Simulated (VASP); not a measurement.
Al2Au:

```xyz
3
Lattice="0.0000 2.9595 2.9595 2.9595 0.0000 2.9595 2.9595 2.9595 0.0000" Properties=species:S:1:pos:R:3 pbc="T T T"
Au    0.0000    0.0000    0.0000
Al    4.4392    4.4392    4.4392
Al    1.4797    1.4797    1.4797
```

Base run:

- Program: VASP 6.6.1
- Functional: PBE
- Potentials or basis: VASP PAW PBE potentials, release 64 (Au, Al)
- Cutoff: 520 eV
- k mesh: 8 × 8 × 8
- Occupations: fermi-dirac, width 0.05 eV
- Spin: no spin polarisation

Its results: pressure 8.4 GPa.

**Question.** After a change of settings the same cell gave: pressure 2.5 GPa. Which change was it?
A. functional from PBE to LDA; potentials or basis from VASP PAW PBE potentials, release 64 (Au, Al) to VASP PAW LDA potentials, release 64 (Au, Al)
B. functional from PBE to r2SCAN
C. functional from PBE to PBEsol; further incar settings from ALGO = Normal; EDIFF = 1e-06; NBANDS = 16 to ALGO = Fast; EDIFF = 1e-06; NBANDS = 16

**Answer.** A.
